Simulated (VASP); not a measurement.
# RbBr (Fm-3m) in VASP: density of states with PBE

Aim: the density of states of RbBr with PBE.

Everything below comes from runs of VASP 6.6.1. Logs are shortened: lines on timing, memory, paths and dates and some standing lists are left out, and cuts for length are marked.

## (1) The cell of the first run

The structure is cubic, space group Fm-3m (No. 225). The conventional cell has a = 7.017 Å, b = 7.017 Å, c = 7.017 Å, α = 90.00°, β = 90.00°, γ = 90.00°. Rb (site symmetry m-3m) has 6 Br at 3.51 Å within 4.6 Å. Br (site symmetry m-3m) has 6 Rb at 3.51 Å within 4.6 Å.

## (2) Density of states, PBE

The input, POSCAR:

```
RbBr
1.0
    0.0000000000      3.5083429181      3.5083429181
    3.5083429181      0.0000000000      3.5083429181
    3.5083429181      3.5083429181      0.0000000000
Rb Br
1 1
Direct
    0.5000000000      0.5000000000      0.5000000000
    0.0000000000      0.0000000000      0.0000000000
```

The input, INCAR.step1:

```
PREC = Accurate ; ENCUT = 520
EDIFF = 1E-7 ; ISMEAR = 0
SIGMA = 0.05 ; LREAL = F
LASPH = T ; NELM = 100
ALGO = Normal ; ISIF = 2
LWAVE = F ; LCHARG = T
GGA = PE ; NBANDS = 15
```

The input, KPOINTS.step1:

```
regular mesh
0
Gamma
  8 8 8
```

The input, INCAR.step2:

```
PREC = Accurate ; ENCUT = 520
EDIFF = 1E-7 ; ISMEAR = -5
SIGMA = 0.05 ; LREAL = F
LASPH = T ; NELM = 100
ALGO = Normal ; ISIF = 2
LWAVE = F ; LCHARG = F
GGA = PE ; LORBIT = 10
NBANDS = 15 ; NEDOS = 2001
ICHARG = 11
```

The input, KPOINTS.step2:

```
regular mesh
0
Gamma
  12 12 12
```

Potentials or basis: VASP PAW PBE potentials, release 64 (Rb_sv, Br).

Run with:

```bash
$ cat potpaw_PBE.64/Rb_sv/POTCAR potpaw_PBE.64/Br/POTCAR > POTCAR
$ cp INCAR.step1 INCAR
$ cp KPOINTS.step1 KPOINTS
$ mpirun -np 1 vasp_std > vasp.out
$ cp INCAR.step2 INCAR
$ cp KPOINTS.step2 KPOINTS
$ mpirun -np 1 vasp_std > vasp.out
```

OUTCAR:

```text
PREC = Accurate
   ENCUT = 520
   EDIFF = 1E-7
   ISMEAR = -5
   LREAL = F
   LASPH = T
   NELM = 100
   ISIF = 2
   GGA = PE
   LORBIT = 10
   ICHARG = 11

 ion  position               nearest neighbor table
   1  0.500  0.500  0.500-   2 3.51   2 3.51   2 3.51   2 3.51   2 3.51   2 3.51
   2  0.000  0.000  0.000-   1 3.51   1 3.51   1 3.51   1 3.51   1 3.51   1 3.51

  LATTYP: Found a face centered cubic cell.
 ALAT       =     7.0166858362

  Lattice vectors:

 A1 = (   0.0000000000,   3.5083429181,   3.5083429181)
 A2 = (   3.5083429181,   0.0000000000,   3.5083429181)
 A3 = (   3.5083429181,   3.5083429181,   0.0000000000)

Analysis of symmetry for initial positions (statically):
=====================================================================
 Subroutine PRICEL returns:
 Original cell was already a primitive cell.

 Routine SETGRP: Setting up the symmetry group for a
 face centered cubic supercell.

 Subroutine GETGRP returns: Found 48 space group operations
 (whereof 48 operations were pure point group operations)
 out of a pool of 48 trial point group operations.

The static configuration has the point symmetry O_h .

Analysis of symmetry for dynamics (positions and initial velocities):
=====================================================================
 Subroutine PRICEL returns:
 Original cell was already a primitive cell.

 Routine SETGRP: Setting up the symmetry group for a
 face centered cubic supercell.

 Subroutine GETGRP returns: Found 48 space group operations
 (whereof 48 operations were pure point group operations)
 out of a pool of 48 trial point group operations.

The dynamic configuration has the point symmetry O_h .

 Subroutine INISYM returns: Found 48 space group operations
 (whereof 48 operations are pure point group operations),
 and found     1 'primitive' translations

----------------------------------------------------------------------------------------

                                     Primitive cell

  volume of cell :      86.3647

  direct lattice vectors                    reciprocal lattice vectors
     0.000000000  3.508342918  3.508342918    -0.142517425  0.142517425  0.142517425
     3.508342918  0.000000000  3.508342918     0.142517425 -0.142517425  0.142517425
     3.508342918  3.508342918  0.000000000     0.142517425  0.142517425 -0.142517425

  length of vectors
     4.961546136  4.961546136  4.961546136     0.246847422  0.246847422  0.246847422

  position of ions in fractional coordinates (direct lattice)
     0.500000000  0.500000000  0.500000000
     0.000000000  0.000000000  0.000000000

  ion indices of the primitive-cell ions
   primitive index   ion index
                 1           1
                 2           2

----------------------------------------------------------------------------------------

 KPOINTS: regular mesh

Automatic generation of k-mesh.
 Grid dimensions read from file:
 generate k-points for:   12   12   12

 Generating k-lattice:

  Cartesian coordinates                     Fractional coordinates (reciprocal lattice)
    -0.011876452  0.011876452  0.011876452     0.083333333  0.000000000  0.000000000
     0.011876452 -0.011876452  0.011876452     0.000000000  0.083333333  0.000000000
     0.011876452  0.011876452 -0.011876452     0.000000000  0.000000000  0.083333333

  Length of vectors
     0.020570618  0.020570618  0.020570618

  Shift w.r.t. Gamma in fractional coordinates (k-lattice)
     0.000000000  0.000000000  0.000000000

 TETIRR: Found    247 inequivalent tetrahedra from    10368

 Subroutine IBZKPT returns following result:
 ===========================================

 Found     72 irreducible k-points:

 Following reciprocal coordinates:
            Coordinates               Weight
  0.000000  0.000000  0.000000      1.000000
  0.083333  0.000000  0.000000      8.000000
  0.166667  0.000000  0.000000      8.000000
  0.250000  0.000000  0.000000      8.000000
  0.333333  0.000000  0.000000      8.000000
  0.416667  0.000000  0.000000      8.000000
[... 16 lines left out ...]
  0.500000  0.166667  0.000000     24.000000
 -0.416667  0.166667  0.000000     24.000000
 [... further k-points ...]
   k-points           NKPTS =     72   k-points in BZ     NKDIM =     72   number of bands    NBANDS=     15
   number of dos      NEDOS =   2001   number of ions     NIONS =      2
   total plane-waves  NPLWV =  64000
   dimension x,y,z NGX =    40 NGY =   40 NGZ =   40
   dimension x,y,z NGXF=    80 NGYF=   80 NGZF=   80
   ions per type =               1   1
   NGX,Y,Z   is equivalent  to a cutoff of  13.40, 13.40, 13.40 a.u.
   NGXF,Y,Z  is equivalent  to a cutoff of  26.81, 26.81, 26.81 a.u.
 SYSTEM =  unknown system
   PREC   = accura    normal or accurate (medium, high low for compatibility)
   ISTART =      0    job   : 0-new  1-cont  2-samecut
   ICHARG =     11    charge: 1-file 2-atom 10-const
   ISPIN  =      1    spin polarized calculation?
   LNONCOLLINEAR =      F non collinear calculations
   LSORBIT =      F    spin-orbit coupling
   LASPH  =      T    aspherical Exc in radial PAW
   ENCUT  =  520.0 eV  38.22 Ry    6.18 a.u.   9.23  9.23  9.23*2*pi/ulx,y,z
   NELM   =    100;   NELMIN=  2; NELMDL=  0     # of ELM steps
   EDIFF  = 0.1E-06   stopping-criterion for ELM
   LREAL  =      F    real-space projection
   EDIFFG = 0.1E-05   stopping-criterion for IOM
   NSW    =      0    number of steps for IOM
   IBRION =     -1    ionic relax: 0-MD 1-quasi-New 2-CG
   NFREE  =      0    steps in history (QN), initial steepest desc. (CG)
   ISIF   =      2    stress and relaxation
   ISYM   =      2    0-nonsym 1-usesym 2-fastsym
   POTIM  = 0.5000    time-step for ionic-motion
   TEBEG  =    0.0;   TEEND  =   0.0 temperature during run
   PSTRESS=    0.0 pullay stress
   NELECT =      16.0000    total number of electrons
   NUPDOWN=      -1.0000    fix difference up-down
   EMIN   =  10.00;   EMAX   =-10.00  energy-range for DOS
   EFERMI =   0.00;   METHOD = LEGACY
   ISMEAR =    -5;   SIGMA  =   0.05  broadening in eV -4-tet -1-fermi 0-gaus
   EFERMI_NEDOS =   21; number of points for ismear=-14 and -15
   IALGO  =     38    algorithm
   IMIX   =      4    mixing-type and parameters
     AMIX     =   0.40;   BMIX     =  1.00
     AMIX_MAG =   1.60;   BMIX_MAG =  1.00
  volume/ion in A,a.u.               =      43.18       291.41
  Fermi-wavevector in a.u.,A,eV,Ry     =   0.933260  1.763606 11.850331  0.870975
  Thomas-Fermi vector in A             =   2.059943
   LORBIT       =     10    0 simple, 1 ext, 2 COOP (PROOUT), +10 PAW based schemes
   GGA     = PE    functional components
   LHFCALC =     F    Hartree Fock is set to
   AEXX    =    0.0000 exact exchange contribution
   IVDW    =     0    specifies the selected vdW correction
   LEPSILON=     F    determine dielectric tensor
   LRPA    =     F    only Hartree local field effects (RPA)
 non-spin polarized calculation
 Fermi weights with tetrahedron method with Bloechl corrections
  energy-cutoff  :      520.00
  volume of cell :       86.36
 maximum number of plane-waves:      2357
 NGX is ok and might be reduce to    40

 number of electron      15.9999999 magnetization

 Free energy of the ion-electron system (eV)
  ---------------------------------------------------
  ext. energy  EPLUGINS =         0.00000000
  ---------------------------------------------------
  free energy    TOTEN  =        -6.11555126 eV

  energy without entropy =       -6.11555126  energy(sigma->0) =       -6.11555126

 E-fermi :  -2.0041     XC(G=0):  -6.9591

 val. band max:       -2.0046222287   @ k =   0.0000   0.0000   0.0000
 cond. band min:       2.1854826474   @ k =   0.0000   0.0000   0.0000
 fundamental gap:      4.1901048761
 Fermi energy:        -2.0040991135

 k-point     1 :       0.0000    0.0000    0.0000
  band No.  band energies     occupation
      1     -26.5722      2.00000
      2     -14.1200      2.00000
      3     -10.6431      2.00000
      4     -10.6431      2.00000
      5     -10.6431      2.00000
      6      -2.0046      2.00000
      7      -2.0046      2.00000
      8      -2.0046      2.00000
      9       2.1855      0.00000
     10       5.2473      0.00000
     11       5.2473      0.00000
     12       5.2473      0.00000
     13       6.0881      0.00000
     14       6.0881      0.00000
     15       8.8169      0.00000

 k-point     2 :       0.0833    0.0000    0.0000
  band No.  band energies     occupation
      1     -26.5718      2.00000
      2     -14.1219      2.00000
      3     -10.6436      2.00000
      4     -10.6436      2.00000
      5     -10.6411      2.00000
      6      -2.0813      2.00000
      7      -2.0260      2.00000
      8      -2.0260      2.00000
      9       2.3459      0.00000
     10       5.1957      0.00000
     11       5.3249      0.00000
     12       5.3249      0.00000
     13       6.1811      0.00000
     14       6.1811      0.00000
     15       9.0722      0.00000

 k-point     3 :       0.1667    0.0000    0.0000
  band No.  band energies     occupation
      1     -26.5706      2.00000
      2     -14.1271      2.00000
      3     -10.6449      2.00000
      4     -10.6449      2.00000
      5     -10.6355      2.00000
      6      -2.2718      2.00000
      7      -2.0833      2.00000
      8      -2.0833      2.00000
      9       2.7793      0.00000
     10       5.1050      0.00000
     11       5.5533      0.00000
     12       5.5533      0.00000
     13       6.4502      0.00000
     14       6.4502      0.00000
     15       9.7481      0.00000

 k-point     4 :       0.2500    0.0000    0.0000
  band No.  band energies     occupation
      1     -26.5690      2.00000
      2     -14.1342      2.00000
      3     -10.6466      2.00000
      4     -10.6466      2.00000
      5     -10.6279      2.00000
      6      -2.4990      2.00000
      7      -2.1589      2.00000
      8      -2.1589      2.00000
      9       3.3764      0.00000
     10       5.0783      0.00000
     11       5.9201      0.00000
     12       5.9201      0.00000
     13       6.8637      0.00000
     14       6.8637      0.00000
     15       9.9802      0.00000
[... 307 lines left out ...]
 k-point    22 :       0.4167    0.1667    0.0000
  band No.  band energies     occupation
      1     -26.5662      2.00000
      2     -14.1281      2.00000
      3     -10.6683      2.00000
      4     -10.6652      2.00000
      5     -10.6430      2.00000
      6      -2.6795      2.00000
      7      -2.2747      2.00000
      8      -2.2139      2.00000
      9       4.3256      0.00000
     10       4.7853      0.00000
     11       6.8377      0.00000
     12       7.2285      0.00000
     13       7.2423      0.00000
     14       7.3221      0.00000
     15       8.7025      0.00000

 k-point    23 :       0.5000    0.1667    0.0000
  band No.  band energies     occupation
      1     -26.5653      2.00000
      2     -14.1303      2.00000
      3     -10.6786      2.00000
      4     -10.6620      2.00000
      5     -10.6385      2.00000
      6      -2.7381      2.00000
      7      -2.3171      2.00000
      8      -2.2663      2.00000
      9       4.6435      0.00000
     10       5.1981      0.00000
     11       6.8986      0.00000
     12       7.1034      0.00000
     13       7.4398      0.00000
     14       7.8682      0.00000
     15       8.6272      0.00000

 k-point    24 :      -0.4167    0.1667    0.0000
  band No.  band energies     occupation
      1     -26.5652      2.00000
      2     -14.1320      2.00000
      3     -10.6870      2.00000
      4     -10.6566      2.00000
      5     -10.6308      2.00000
      6      -2.7599      2.00000
      7      -2.3078      2.00000
      8      -2.2947      2.00000
      9       4.7403      0.00000
     10       5.3673      0.00000
     11       6.7229      0.00000
     12       7.1515      0.00000
     13       7.1522      0.00000
     14       8.5042      0.00000
     15       8.7445      0.00000

 [... further k-points ...]

------------------------ aborting loop because EDIFF is reached ----------------------------------------

  FORCE on cell =-STRESS in cart. coord.  units (eV):
  Direction    XX          YY          ZZ          XY          YZ          ZX
  --------------------------------------------------------------------------------------
  -------------------------------------------------------------------------------------
  Total        0.0141321      0.0141321      0.0141321     -0.0000000     -0.0000000      0.0000000
  in kB        0.2621681      0.2621681      0.2621681     -0.0000000     -0.0000000      0.0000000
  external PRESSURE =       0.2621681 kB  Pullay stress =       0.0000000 kB

 VOLUME and BASIS-vectors are now :
 -----------------------------------------------------------------------------
  energy-cutoff  :      520.00
  volume of cell :       86.36
      direct lattice vectors                 reciprocal lattice vectors
     0.000000000  3.508342918  3.508342918    -0.142517425  0.142517425  0.142517425
     3.508342918  0.000000000  3.508342918     0.142517425 -0.142517425  0.142517425
     3.508342918  3.508342918  0.000000000     0.142517425  0.142517425 -0.142517425

 POSITION                                       TOTAL-FORCE (eV/Angst)
 -----------------------------------------------------------------------------------
      3.50834      3.50834      3.50834         0.000000     -0.000000      0.000000
      0.00000      0.00000      0.00000        -0.000000      0.000000     -0.000000
 -----------------------------------------------------------------------------------
    total drift:                                0.000000     -0.000000      0.000000

  FREE ENERGIE OF THE ION-ELECTRON SYSTEM (eV)
  ---------------------------------------------------
  free  energy   TOTEN  =        -6.1155512607 eV

  energy  without entropy=       -6.1155512607  energy(sigma->0) =       -6.11555126

 total charge

# of ion       s       p       d       tot
------------------------------------------
    1        1.939   5.351   0.019   7.309
    2        1.600   3.289   0.001   4.890
--------------------------------------------------
tot          3.538   8.640   0.020  12.198
```

Wall time 1.7 min (1 thread of Intel Xeon Platinum 8488C (Sapphire Rapids), shared host); peak memory 0.27 GiB.

What came out:

```yaml
Valence_electrons_inside_the_program's_atomic_spheres: Rb 7.31; Br 4.89
```
